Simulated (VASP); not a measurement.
# Al in VASP: single point with PBEsol

Aim: the single point of Al with PBEsol.

Everything below comes from runs of VASP 6.6.1. Logs are shortened: lines on timing, memory, paths and dates and some standing lists are left out, and cuts for length are marked.

**1. The cell of the first run**

The cell holds a slab with vacuum, 4 atoms: a = 2.926 Å, b = 2.926 Å, c = 28.504 Å, α = 90.00°, β = 90.00°, γ = 120.00°.

**2. Single point, PBEsol**

Input file INCAR:

```
SYSTEM = Al
PREC = Accurate
ENCUT = 400
EDIFF = 1E-6
ISMEAR = 1
SIGMA = 0.1
LREAL = .FALSE.
LASPH = .TRUE.
NELM = 120
ALGO = Normal
ISIF = 2
LWAVE = .FALSE.
LCHARG = .FALSE.
LDIPOL = .TRUE.
IDIPOL = 3
DIPOL = 0.5 0.5 0.657
GGA = PS
NBANDS = 14
GGA_COMPAT = .FALSE.
NELMDL = -8
```

Input file KPOINTS:

```
Automatic mesh
0
G
  15 15 1
  0 0 0
```

Input file POSCAR:

```
Al
1.0
    2.9261087288      0.0000000000      0.0000000000
   -1.4630543644      2.5340844934      0.0000000000
    0.0000000000      0.0000000000     28.5040166384
Al
4
Direct
    0.6666666667      0.3333333333      0.5384394490
    0.3333333333      0.6666666667      0.6175427993
    1.0000000000      0.0000000000      0.6957065615
    0.6666666667      0.3333333333      0.7748276653
```

Potentials or basis: VASP PAW PBE potentials, release 64 (Al).

On the command line:

```bash
$ cat potpaw_PBE.64/Al/POTCAR > POTCAR
$ mpirun -np 1 vasp_std > vasp.out
```

OUTCAR:

```text
SYSTEM = Al
   PREC = Accurate
   ENCUT = 400
   EDIFF = 1E-6
   ISMEAR = 1
   LREAL = .FALSE.
   LASPH = .TRUE.
   NELM = 120
   ISIF = 2
   GGA = PS
   NELMDL = -8

 ion  position               nearest neighbor table
   1  0.667  0.333  0.538-   2 2.82   2 2.82   2 2.82
   2  0.333  0.667  0.618-   3 2.80   3 2.80   3 2.80   1 2.82   1 2.82   1 2.82
   3  0.000  0.000  0.696-   2 2.80   2 2.80   2 2.80   4 2.82   4 2.82   4 2.82
   4  0.667  0.333  0.775-   3 2.82   3 2.82   3 2.82

  LATTYP: Found a hexagonal cell.
 ALAT       =     2.9261087288
 C/A-ratio  =     9.7412704996

  Lattice vectors:

 A1 = (   2.9261087288,   0.0000000000,   0.0000000000)
 A2 = (  -1.4630543644,   2.5340844934,   0.0000000000)
 A3 = (   0.0000000000,   0.0000000000,  28.5040166384)

Analysis of symmetry for initial positions (statically):
=====================================================================
 Subroutine PRICEL returns:
 Original cell was already a primitive cell.

 Routine SETGRP: Setting up the symmetry group for a
 hexagonal supercell.

 Subroutine GETGRP returns: Found  6 space group operations
 (whereof  6 operations were pure point group operations)
 out of a pool of 24 trial point group operations.

The static configuration has the point symmetry C_3v.

Analysis of symmetry for dynamics (positions and initial velocities):
=====================================================================
 Subroutine PRICEL returns:
 Original cell was already a primitive cell.

 Routine SETGRP: Setting up the symmetry group for a
 hexagonal supercell.

 Subroutine GETGRP returns: Found  6 space group operations
 (whereof  6 operations were pure point group operations)
 out of a pool of 24 trial point group operations.

The dynamic configuration has the point symmetry C_3v.

 Subroutine INISYM returns: Found  6 space group operations
 (whereof  6 operations are pure point group operations),
 and found     1 'primitive' translations

----------------------------------------------------------------------------------------

                                     Primitive cell

  volume of cell :     211.3575

  direct lattice vectors                    reciprocal lattice vectors
     2.926108729  0.000000000  0.000000000     0.341750800  0.197309917  0.000000000
    -1.463054364  2.534084493  0.000000000     0.000000000  0.394619833  0.000000000
     0.000000000  0.000000000 28.504016638     0.000000000  0.000000000  0.035082775

  length of vectors
     2.926108729  2.926108729 28.504016638     0.394619833  0.394619833  0.035082775

  position of ions in fractional coordinates (direct lattice)
     0.666666667  0.333333333  0.538439449
     0.333333333  0.666666667  0.617542799
     0.000000000  0.000000000  0.695706562
     0.666666667  0.333333333  0.774827665

  ion indices of the primitive-cell ions
   primitive index   ion index
                 1           1
                 2           2
                 3           3
                 4           4

----------------------------------------------------------------------------------------

 KPOINTS: Automatic mesh

Automatic generation of k-mesh.
 Grid dimensions read from file:
 generate k-points for:   15   15    1

 Generating k-lattice:

  Cartesian coordinates                     Fractional coordinates (reciprocal lattice)
     0.022783387  0.013153994  0.000000000     0.066666667  0.000000000  0.000000000
     0.000000000  0.026307989  0.000000000     0.000000000  0.066666667  0.000000000
     0.000000000  0.000000000  0.035082775     0.000000000  0.000000000  1.000000000

  Length of vectors
     0.026307989  0.026307989  0.035082775

  Shift w.r.t. Gamma in fractional coordinates (k-lattice)
     0.000000000  0.000000000  0.000000000

 Subroutine IBZKPT returns following result:
 ===========================================

 Found     27 irreducible k-points:

 Following reciprocal coordinates:
            Coordinates               Weight
  0.000000  0.000000  0.000000      1.000000
  0.066667 -0.000000  0.000000      6.000000
  0.133333  0.000000  0.000000      6.000000
  0.200000  0.000000  0.000000      6.000000
  0.266667  0.000000  0.000000      6.000000
  0.333333  0.000000  0.000000      6.000000
[... 16 lines left out ...]
  0.333333  0.200000  0.000000     12.000000
  0.400000  0.200000  0.000000      6.000000
 [... further k-points ...]
   k-points           NKPTS =     27   k-points in BZ     NKDIM =     27   number of bands    NBANDS=     14
   number of dos      NEDOS =    301   number of ions     NIONS =      4
   total plane-waves  NPLWV =  76800
   dimension x,y,z NGX =    20 NGY =   20 NGZ =  192
   dimension x,y,z NGXF=    40 NGYF=   40 NGZF=  384
   ions per type =               4
   NGX,Y,Z   is equivalent  to a cutoff of  11.36, 11.36, 11.20 a.u.
   NGXF,Y,Z  is equivalent  to a cutoff of  22.73, 22.73, 22.40 a.u.
 SYSTEM =  Al
   PREC   = accura    normal or accurate (medium, high low for compatibility)
   ISTART =      0    job   : 0-new  1-cont  2-samecut
   ICHARG =      2    charge: 1-file 2-atom 10-const
   ISPIN  =      1    spin polarized calculation?
   LNONCOLLINEAR =      F non collinear calculations
   LSORBIT =      F    spin-orbit coupling
   LASPH  =      T    aspherical Exc in radial PAW
   ENCUT  =  400.0 eV  29.40 Ry    5.42 a.u.   4.77  4.77 46.48*2*pi/ulx,y,z
   NELM   =    120;   NELMIN=  2; NELMDL= -8     # of ELM steps
   EDIFF  = 0.1E-05   stopping-criterion for ELM
   LREAL  =      F    real-space projection
   EDIFFG = 0.1E-04   stopping-criterion for IOM
   NSW    =      0    number of steps for IOM
   IBRION =     -1    ionic relax: 0-MD 1-quasi-New 2-CG
   NFREE  =      0    steps in history (QN), initial steepest desc. (CG)
   ISIF   =      2    stress and relaxation
   ISYM   =      2    0-nonsym 1-usesym 2-fastsym
   POTIM  = 0.5000    time-step for ionic-motion
   TEBEG  =    0.0;   TEEND  =   0.0 temperature during run
   PSTRESS=    0.0 pullay stress
   NELECT =      12.0000    total number of electrons
   NUPDOWN=      -1.0000    fix difference up-down
   EMIN   =  10.00;   EMAX   =-10.00  energy-range for DOS
   EFERMI =   0.00;   METHOD = LEGACY
   ISMEAR =     1;   SIGMA  =   0.10  broadening in eV -4-tet -1-fermi 0-gaus
   EFERMI_NEDOS =   21; number of points for ismear=-14 and -15
   IALGO  =     38    algorithm
   IMIX   =      4    mixing-type and parameters
     AMIX     =   0.40;   BMIX     =  1.00
     AMIX_MAG =   1.60;   BMIX_MAG =  1.00
  volume/ion in A,a.u.               =      52.84       356.58
  Fermi-wavevector in a.u.,A,eV,Ry     =   0.629211  1.189036  5.386628  0.395906
  Thomas-Fermi vector in A             =   1.691422
   LORBIT       =      0    0 simple, 1 ext, 2 COOP (PROOUT), +10 PAW based schemes
   GGA     = PS    functional components
   LHFCALC =     F    Hartree Fock is set to
   AEXX    =    0.0000 exact exchange contribution
   IVDW    =     0    specifies the selected vdW correction
   LEPSILON=     F    determine dielectric tensor
   LRPA    =     F    only Hartree local field effects (RPA)
 non-spin polarized calculation
 Methfessel and Paxton  Order N= 1 SIGMA  =   0.10
  energy-cutoff  :      400.00
  volume of cell :      211.36
 maximum number of plane-waves:      3870
 NGX is ok and might be reduce to    20
   NGX =  9   NGY =  9   NGZ = 93

 dipolmoment           0.000000      0.000000      0.000004 electrons x Angstroem

 number of electron      12.0000000 magnetization

 dipolmoment           0.000000      0.000000     -0.000012 electrons x Angstroem

 Free energy of the ion-electron system (eV)
  ---------------------------------------------------
  ext. energy  EPLUGINS =         0.00000000
  ---------------------------------------------------
  free energy    TOTEN  =       -15.38357646 eV

  energy without entropy =      -15.38307561  energy(sigma->0) =      -15.38340951

 E-fermi :  -0.1902     XC(G=0):  -3.8717

 val. band max:       -0.2271779977   @ k =   0.2667   0.2000   0.0000
 cond. band min:      -0.1873192618   @ k =   0.3333   0.0667   0.0000
 fundamental gap:      0.0398587359
 Fermi energy:        -0.1901782185

 k-point     1 :       0.0000    0.0000    0.0000
  band No.  band energies     occupation
      1     -10.9100      2.00000
      2      -9.7462      2.00000
      3      -8.0127      2.00000
      4      -5.5882      2.00000
      5      -3.2334      2.00000
      6      -0.1726      0.70770
      7       2.2994      0.00000
      8       3.5271      0.00000
      9       3.7726      0.00000
     10       4.4950      0.00000
     11       4.6126      0.00000
     12       6.0292      0.00000
     13       6.0928      0.00000
     14       8.0280      0.00000

 k-point     2 :       0.0667   -0.0000    0.0000
  band No.  band energies     occupation
      1     -10.8078      2.00000
      2      -9.6447      2.00000
      3      -7.9120      2.00000
      4      -5.4876      2.00000
      5      -3.1377      2.00000
      6      -0.0775     -0.06758
      7       2.3945      0.00000
      8       3.6277      0.00000
      9       3.8755      0.00000
     10       4.5937      0.00000
     11       4.7130      0.00000
     12       6.1239      0.00000
     13       6.1837      0.00000
     14       7.8824      0.00000
[... 343 lines left out ...]
      1      -5.9891      2.00000
      2      -4.8608      2.00000
      3      -3.2145      2.00000
      4      -3.0727      2.00000
      5      -1.9494      2.00000
      6      -0.7929      2.00000
      7      -0.2663      1.95886
      8      -0.1095      0.01663
      9       1.0163     -0.00000
     10       1.5509     -0.00000
     11       2.2477      0.00000
     12       2.8088      0.00000
     13       4.3431      0.00000
     14       4.6552      0.00000

 k-point    24 :       0.4000    0.2000    0.0000
  band No.  band energies     occupation
      1      -4.6301      2.00000
      2      -4.6015      2.00000
      3      -3.5355      2.00000
      4      -3.4972      2.00000
      5      -2.0435      2.00000
      6      -1.5080      2.00000
      7      -0.3764      2.02431
      8       0.2466     -0.00000
      9       0.9255     -0.00000
     10       1.2146     -0.00000
     11       2.5066      0.00000
     12       2.7868      0.00000
     13       3.1143      0.00000
     14       4.8925      0.00000

 [... further k-points ...]

------------------------ aborting loop because EDIFF is reached ----------------------------------------

 vacuum level on the upper side and lower side of the slab       (xc-potential included)        -0.175        -0.176

  FORCE on cell =-STRESS in cart. coord.  units (eV):
  Direction    XX          YY          ZZ          XY          YZ          ZX
  --------------------------------------------------------------------------------------
  -------------------------------------------------------------------------------------
  Total       -2.3990086     -2.3990086     -0.0261062      0.0000000      0.0000000      0.0000000
  in kB      -18.1854803    -18.1854803     -0.1978957      0.0000000      0.0000000      0.0000000
  external PRESSURE =     -12.1896187 kB  Pullay stress =       0.0000000 kB

 VOLUME and BASIS-vectors are now :
 -----------------------------------------------------------------------------
  energy-cutoff  :      400.00
  volume of cell :      211.36
      direct lattice vectors                 reciprocal lattice vectors
     2.926108729  0.000000000  0.000000000     0.341750800  0.197309917  0.000000000
    -1.463054364  2.534084493  0.000000000     0.000000000  0.394619833  0.000000000
     0.000000000  0.000000000 28.504016638     0.000000000  0.000000000  0.035082775

 POSITION                                       TOTAL-FORCE (eV/Angst)
 -----------------------------------------------------------------------------------
      1.46305      0.84469     15.34769        -0.000000      0.000000      0.002236
     -0.00000      1.68939     17.60245         0.000000     -0.000000     -0.001207
      0.00000      0.00000     19.83043        -0.000000      0.000000      0.002843
      1.46305      0.84469     22.08570         0.000000      0.000000     -0.003873
 -----------------------------------------------------------------------------------
    total drift:                                0.000000     -0.000000     -0.000006

  FREE ENERGIE OF THE ION-ELECTRON SYSTEM (eV)
  ---------------------------------------------------
  free  energy   TOTEN  =       -15.3835764561 eV

  energy  without entropy=      -15.3830756052  energy(sigma->0) =      -15.38340951

 vacuum level on the upper side and lower side of the slab         3.636         3.635
```

It took 2.5 min on 1 thread of Intel Xeon 8259CL, shared host; peak memory 0.26 GiB.

Results:

```
Free energy            : -15.3836 eV
Largest force          : 0.004 eV/Å
Band gap on the k mesh : zero (bands 6 and 7 overlap by 1.92 eV)
```

Forces in eV/Å, atoms in the order of the input:
```
Al   0.000  0.000  0.002
Al   0.000  0.000 -0.001
Al   0.000  0.000  0.003
Al   0.000  0.000 -0.004
```

Levels at points of the mesh, in eV from the Fermi level:
```
           k point  band 2  band 3  band 4  band 5  band 6  band 7  band 8  band 9  band 10  band 11
(0.00, 0.00, 0.00)   -9.56   -7.82   -5.40   -3.04    0.02    2.49    3.72    3.96     4.69     4.80
```

Caveat: the PAW data sets were made with another functional, which shifts forces and pressure a little.

The gap in the log of VASP goes by the Fermi energy; the results here count the filled bands.